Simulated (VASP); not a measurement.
# Pd (Fm-3m) in VASP: notebook, part 2 of 2

VASP 6.6.1. The steps go on from the part before.

## Step 5: Single point, r2SCAN (14.16 Å³/atom)

The input, POSCAR:

```
Pd
1.0
    3.8403854400      0.0000000000      0.0000000000
    0.0000000000      3.8403854400      0.0000000000
    0.0000000000      0.0000000000      3.8403854400
Pd
4
Direct
    0.0000000000      0.0000000000      0.0000000000
    0.0000000000      0.5000000000      0.5000000000
    0.5000000000      0.0000000000      0.5000000000
    0.5000000000      0.5000000000      0.0000000000
```

The input, INCAR.step1:

```
SYSTEM = Pd
  PREC = Accurate
  ENCUT = 690
  ISMEAR = -1
  SIGMA = 0.05
  LREAL = .False.
  LASPH = .True.
  NELM = 120
  NBANDS = 44
  GGA = PE
  ALGO = Normal
  EDIFF = 1E-5
  LWAVE = .True.
  LCHARG = .False.
  GGA_COMPAT = .False.
```

The input, INCAR.step2:

```
SYSTEM = Pd
  PREC = Accurate
  ENCUT = 690
  EDIFF = 1E-6
  ISMEAR = -1
  SIGMA = 0.05
  LREAL = .False.
  LASPH = .True.
  NELM = 120
  ALGO = Normal
  ISIF = 2
  LWAVE = .False.
  LCHARG = .False.
  METAGGA = R2SCAN
  LMIXTAU = .True.
  NBANDS = 44
  ISTART = 1
  GGA_COMPAT = .False.
```

The input, KPOINTS:

```
regular mesh
0
Gamma
  7 7 7
  0 0 0
```

Potentials or basis: VASP PAW PBE potentials, release 64 (Pd_sv_GW).

The run is started by

```
$ cat potpaw_PBE.64/Pd_sv_GW/POTCAR > POTCAR
$ cp INCAR.step1 INCAR
$ mpirun -np 1 vasp_std > vasp.out
$ cp INCAR.step2 INCAR
$ mpirun -np 1 vasp_std > vasp.out
```

OUTCAR:

```text
SYSTEM = Pd
   PREC = Accurate
   ENCUT = 690
   EDIFF = 1E-6
   ISMEAR = -1
   LREAL = .False.
   LASPH = .True.
   NELM = 120
   ISIF = 2
   METAGGA = R2SCAN
   ISTART = 1

 ion  position               nearest neighbor table
   1  0.000  0.000  0.000-
   2  0.000  0.500  0.500-
   3  0.500  0.000  0.500-
   4  0.500  0.500  0.000-

[... 1143 lines left out ...]
------------------------ aborting loop because EDIFF is reached ----------------------------------------

  FORCE on cell =-STRESS in cart. coord.  units (eV):
  Direction    XX          YY          ZZ          XY          YZ          ZX
  --------------------------------------------------------------------------------------
  -------------------------------------------------------------------------------------
  Total        4.1293416      4.1293416      4.1293416      0.0000000     -0.0000000      0.0000000
  in kB      116.8064845    116.8064845    116.8064845      0.0000000     -0.0000000      0.0000000
  external PRESSURE =     116.8064845 kB  Pullay stress =       0.0000000 kB

 VOLUME and BASIS-vectors are now :
 -----------------------------------------------------------------------------
  energy-cutoff  :      690.00
  volume of cell :       56.64
      direct lattice vectors                 reciprocal lattice vectors
     3.840385440  0.000000000  0.000000000     0.260390530  0.000000000  0.000000000
     0.000000000  3.840385440  0.000000000     0.000000000  0.260390530  0.000000000
     0.000000000  0.000000000  3.840385440     0.000000000  0.000000000  0.260390530

 POSITION                                       TOTAL-FORCE (eV/Angst)
 -----------------------------------------------------------------------------------
      0.00000      0.00000      0.00000        -0.000000      0.000000      0.000000
      0.00000      1.92019      1.92019        -0.000000     -0.000000     -0.000000
      1.92019      0.00000      1.92019         0.000000     -0.000000     -0.000000
      1.92019      1.92019      0.00000         0.000000      0.000000      0.000000
 -----------------------------------------------------------------------------------
    total drift:                                0.000000      0.000000      0.000000

  FREE ENERGIE OF THE ION-ELECTRON SYSTEM (eV)
  ---------------------------------------------------
  free  energy   TOTEN  =       -85.7960596476 eV

  energy  without entropy=      -85.7102614628  energy(sigma->0) =      -85.75316056
```

OUTCAR.step1:

```text
SYSTEM = Pd
   PREC = Accurate
   ENCUT = 690
   ISMEAR = -1
   LREAL = .False.
   LASPH = .True.
   NELM = 120
[... 1174 lines left out ...]
      0.00000      1.92019      1.92019         0.000000     -0.000000     -0.000000
      1.92019      0.00000      1.92019        -0.000000     -0.000000      0.000000
      1.92019      1.92019      0.00000        -0.000000      0.000000      0.000000
 -----------------------------------------------------------------------------------
    total drift:                                0.000000      0.000000      0.000000

  FREE ENERGIE OF THE ION-ELECTRON SYSTEM (eV)
  ---------------------------------------------------
  free  energy   TOTEN  =       -14.8393614548 eV

  energy  without entropy=      -14.7461254663  energy(sigma->0) =      -14.79274346
```

It took 4.2 min on 1 thread of Intel Xeon Platinum 8259CL at 2.50GHz (Skylake/Cascade Lake), shared host; peak memory 0.25 GiB.

What came out:

- Free energy: -85.7961 eV
- Pressure: 11.7 GPa
- Band gap on the k mesh: zero (bands 36 and 37 overlap by 0.65 eV)

Levels at points of the mesh, in eV from the Fermi level:
| k point | band 34 | band 35 | band 36 | band 37 | band 38 | band 39 |
| --- | --- | --- | --- | --- | --- | --- |
| (0.00, 0.00, 0.00) | 0.32 | 0.32 | 0.32 | 0.32 | 3.69 | 3.69 |

Caveat: the cell stands under pressure; the PAW data sets were made with another functional, which shifts forces and pressure a little.

## Step 6: Single point, r2SCANh

This run uses another cell than the first one, of 15.05 Å³/atom.

The input, POSCAR:

```
Pd
1.0
    0.0000000000      1.9593911042      1.9593911042
    1.9593911042      0.0000000000      1.9593911042
    1.9593911042      1.9593911042      0.0000000000
Pd
1
Direct
    0.0000000000      0.0000000000      0.0000000000
```

The input, INCAR.step1:

```
PREC     = Accurate       # precision mode
ENCUT    = 510            # plane-wave cutoff, eV
EDIFF    = 1E-5           # SCF threshold, eV
ISMEAR   = -1             # smearing method
SIGMA    = 0.05           # smearing width, eV
LREAL    = F              # projectors in reciprocal space
LASPH    = T              # aspherical terms in the spheres
NELM     = 120            # most SCF steps
ALGO     = Normal         # electronic algorithm
ISIF     = 2              # what is computed and relaxed
LWAVE    = T              # write WAVECAR
LCHARG   = F              # write CHGCAR
GGA      = PE             # functional
NBANDS   = 15             # bands
GGA_COMPAT= F
```

The input, INCAR.step2:

```
PREC     = Accurate       # precision mode
ENCUT    = 510            # plane-wave cutoff, eV
EDIFF    = 1E-6           # SCF threshold, eV
ISMEAR   = -1             # smearing method
SIGMA    = 0.05           # smearing width, eV
LREAL    = F              # projectors in reciprocal space
LASPH    = T              # aspherical terms in the spheres
NELM     = 120            # most SCF steps
ALGO     = Normal         # electronic algorithm
ISIF     = 2              # what is computed and relaxed
LWAVE    = F              # write WAVECAR
LCHARG   = F              # write CHGCAR
METAGGA  = R2SCAN         # meta-GGA
LHFCALC  = T              # exact exchange
AEXX     = 0.1            # exact-exchange fraction
LMIXTAU  = T            
PRECFOCK = Normal       
ISTART   = 1            
NBANDS   = 15             # bands
GGA_COMPAT= F
```

The input, KPOINTS:

```
Automatic mesh
0
Gamma
  6 6 6
```

Potentials or basis: VASP PAW PBE potentials, release 64 (Pd_sv_GW).

The run is started by

```
$ cat potpaw_PBE.64/Pd_sv_GW/POTCAR > POTCAR
$ cp INCAR.step1 INCAR
$ mpirun -np 1 vasp_std > vasp.out
$ cp INCAR.step2 INCAR
$ mpirun -np 1 vasp_std > vasp.out
```

OUTCAR:

```text
PREC = Accurate
   ENCUT = 510
   EDIFF = 1E-6
   ISMEAR = -1
   LREAL = F
   LASPH = T
   NELM = 120
   ISIF = 2
   METAGGA = R2SCAN
   LHFCALC = T
   AEXX = 0.1
   PRECFOCK = Normal
   ISTART = 1

 ion  position               nearest neighbor table
   1  0.000  0.000  0.000-

  LATTYP: Found a face centered cubic cell.
 ALAT       =     3.9187822084

  Lattice vectors:

 A1 = (   0.0000000000,   1.9593911042,   1.9593911042)
 A2 = (   1.9593911042,   0.0000000000,   1.9593911042)
 A3 = (   1.9593911042,   1.9593911042,   0.0000000000)

Analysis of symmetry for initial positions (statically):
=====================================================================
 Subroutine PRICEL returns:
 Original cell was already a primitive cell.

 Routine SETGRP: Setting up the symmetry group for a
 face centered cubic supercell.

 Subroutine GETGRP returns: Found 48 space group operations
 (whereof 48 operations were pure point group operations)
 out of a pool of 48 trial point group operations.

The static configuration has the point symmetry O_h .

Analysis of symmetry for dynamics (positions and initial velocities):
=====================================================================
 Subroutine PRICEL returns:
 Original cell was already a primitive cell.

 Routine SETGRP: Setting up the symmetry group for a
 face centered cubic supercell.

 Subroutine GETGRP returns: Found 48 space group operations
 (whereof 48 operations were pure point group operations)
 out of a pool of 48 trial point group operations.

The dynamic configuration has the point symmetry O_h .

 Subroutine INISYM returns: Found 48 space group operations
 (whereof 48 operations are pure point group operations),
 and found     1 'primitive' translations

[... 115 lines left out ...]
   AEXX    =    0.1000 exact exchange contribution
   HFSCREEN=    0.0000 screening length (either q_TF or 0.3 A-1)
   HFSCREENC=   0.0000 screening length for correlation (either q_TF or 0.3 A-1)
   ENCUTFOCK=  -1.0 apply spherical cutoff to Coloumb kernel
   IVDW    =     0    specifies the selected vdW correction
   LEPSILON=     F    determine dielectric tensor
   LRPA    =     F    only Hartree local field effects (RPA)
 non-spin polarized calculation
  energy-cutoff  :      510.00
  volume of cell :       15.05
 maximum number of plane-waves:       411
  NGX = 16; NGY = 16; NGZ = 16

 number of electron      18.0000006 magnetization

 Free energy of the ion-electron system (eV)
  ---------------------------------------------------
  ext. energy  EPLUGINS =         0.00000000
  ---------------------------------------------------
  free energy    TOTEN  =       -19.41291808 eV

  energy without entropy =      -19.40382209  energy(sigma->0) =      -19.40837008

 E-fermi :   7.6069     XC(G=0): -12.9910

 val. band max:        7.4388728493   @ k =   0.5000   0.0000   0.0000
 cond. band min:       7.6467933123   @ k =   0.5000   0.1667   0.0000
 fundamental gap:      0.2079204630
 Fermi energy:         7.6068915920

 k-point     1 :       0.0000    0.0000    0.0000
  band No.  band energies     occupation
      1     -80.3308      2.00000
      2     -44.5533      2.00000
      3     -44.5533      2.00000
      4     -44.5533      2.00000
      5       0.4262      2.00000
      6       4.4748      2.00000
      7       4.4748      2.00000
      8       4.4748      2.00000
      9       6.0133      2.00000
     10       6.0133      2.00000
     11      26.1162      0.00000
     12      30.9798      0.00000
     13      30.9798      0.00000
     14      30.9798      0.00000
[... 257 lines left out ...]
      2     -44.9005      2.00000
      3     -44.7788      2.00000
      4     -44.7188      2.00000
      5       2.6133      2.00000
      6       2.9835      2.00000
      7       5.3607      2.00000
      8       6.3898      2.00000
      9       8.0950      0.00012
     10      15.2731      0.00000
     11      19.3018      0.00000
     12      19.8562      0.00000
     13      20.7302      0.00000
     14      32.6204      0.00000
     15      35.5831      0.00000

------------------------ aborting loop because EDIFF is reached ----------------------------------------

  FORCE on cell =-STRESS in cart. coord.  units (eV):
  Direction    XX          YY          ZZ          XY          YZ          ZX
  --------------------------------------------------------------------------------------
  -------------------------------------------------------------------------------------
  Total       -0.6777721     -0.6777721     -0.6777721      0.0000000     -0.0000000     -0.0000000
  in kB      -72.1773413    -72.1773413    -72.1773413      0.0000000     -0.0000000     -0.0000000
  external PRESSURE =     -72.1773413 kB  Pullay stress =       0.0000000 kB

 VOLUME and BASIS-vectors are now :
 -----------------------------------------------------------------------------
  energy-cutoff  :      510.00
  volume of cell :       15.05
      direct lattice vectors                 reciprocal lattice vectors
     0.000000000  1.959391104  1.959391104    -0.255181316  0.255181316  0.255181316
     1.959391104  0.000000000  1.959391104     0.255181316 -0.255181316  0.255181316
     1.959391104  1.959391104  0.000000000     0.255181316  0.255181316 -0.255181316

 POSITION                                       TOTAL-FORCE (eV/Angst)
 -----------------------------------------------------------------------------------
      0.00000      0.00000      0.00000         0.000000      0.000000      0.000000
 -----------------------------------------------------------------------------------
    total drift:                               -0.000000     -0.000000     -0.000001

  FREE ENERGIE OF THE ION-ELECTRON SYSTEM (eV)
  ---------------------------------------------------
  free  energy   TOTEN  =       -19.4129180765 eV

  energy  without entropy=      -19.4038220851  energy(sigma->0) =      -19.40837008
```

OUTCAR.step1:

```text
PREC = Accurate
   ENCUT = 510
   EDIFF = 1E-5
   ISMEAR = -1
   LREAL = F
[... 492 lines left out ...]

 POSITION                                       TOTAL-FORCE (eV/Angst)
 -----------------------------------------------------------------------------------
      0.00000      0.00000      0.00000         0.000000      0.000000      0.000000
 -----------------------------------------------------------------------------------
    total drift:                                0.000000     -0.000000      0.000000

  FREE ENERGIE OF THE ION-ELECTRON SYSTEM (eV)
  ---------------------------------------------------
  free  energy   TOTEN  =        -3.7774687658 eV

  energy  without entropy=       -3.7581432625  energy(sigma->0) =       -3.76780601
```

OSZICAR.step1:

```text
N       E                     dE             d eps       ncg     rms          rms(c)
DAV:   1     0.264695219410E+03    0.26470E+03   -0.10887E+04   516   0.165E+03
DAV:   2     0.105686995892E+02   -0.25413E+03   -0.23245E+03   508   0.604E+02
DAV:   3    -0.436269192224E+01   -0.14931E+02   -0.14695E+02   703   0.151E+02
DAV:   4    -0.474525895438E+01   -0.38257E+00   -0.38252E+00   590   0.251E+01
DAV:   5    -0.476602644134E+01   -0.20767E-01   -0.20767E-01   794   0.547E+00    0.376E+01
DAV:   6    -0.380969262665E+01    0.95633E+00   -0.23591E+00   741   0.387E+01    0.132E+01
DAV:   7    -0.378354885968E+01    0.26144E-01   -0.71210E-02   753   0.665E+00    0.693E+00
DAV:   8    -0.377743459191E+01    0.61143E-02   -0.10115E-02   648   0.214E+00    0.240E-01
DAV:   9    -0.377747874226E+01   -0.44150E-04   -0.35662E-04   752   0.350E-01    0.107E-01
DAV:  10    -0.377746876581E+01    0.99765E-05   -0.11468E-05   470   0.480E-02
   1 F= -.37774688E+01 E0= -.37678060E+01  d E =-.193255E-01
```

Run time: 7.3 min. Hardware: 1 thread of Intel Xeon 6975P-C (Granite Rapids), shared host; peak memory 0.14 GiB.

What came out:

```
Free energy            : -19.4129 eV
Pressure               : -7.2 GPa
Band gap on the k mesh : zero (bands 9 and 10 overlap by 2.15 eV)
```

Caveat: the k points lie up to 0.46 Å⁻¹ apart, too coarse for converged energies and pressures of a metal; the PAW data sets were made with another functional, which shifts forces and pressure a little.

## Step 7: Overview

| level | cell | k mesh | cutoff (eV) | grid for exact exchange (PRECFOCK) | share of exact exchange | gap on the mesh (eV) | pressure (GPa) |
| --- | --- | --- | --- | --- | --- | --- | --- |
| HF | a = 2.753 Å, angles 60.0°, 1 atom, atomic positions A | 6 × 6 × 6 | 470 | Normal | 1 | none | 7.3 |
| r2SCAN50 | a = 2.753 Å, angles 60.0°, 1 atom, atomic positions A | 6 × 6 × 6 | 510 | Normal | 0.5 | none | -8.7 |
| HF | a = 2.697 Å, angles 60.0°, 1 atom, atomic positions A | 6 × 6 × 6 | 470 | Normal | 1 | none | 21.0 |
| r2SCAN | a = 3.840 Å, 4 atoms, atomic positions B | 7 × 7 × 7 | 690 | - | - | none | 11.7 |
| r2SCANh | a = 2.771 Å, angles 60.0°, 1 atom, atomic positions A | 6 × 6 × 6 | 510 | Normal | 0.1 | none | -7.2 |

Alike in all rows: task single point; potentials or basis VASP PAW PBE potentials, release 64 (Pd_sv_GW); no spin polarisation; smearing fermi-dirac 0.05 eV.

Caveats: some runs use coarse meshes; the PAW data sets were made with another functional, which shifts forces and pressure a little; the cell stands under pressure (at least some runs).

Total energies depend on the potentials used, so only differences within one code and one set of settings carry meaning.

The gap in the log of VASP goes by the Fermi energy; the results here count the filled bands.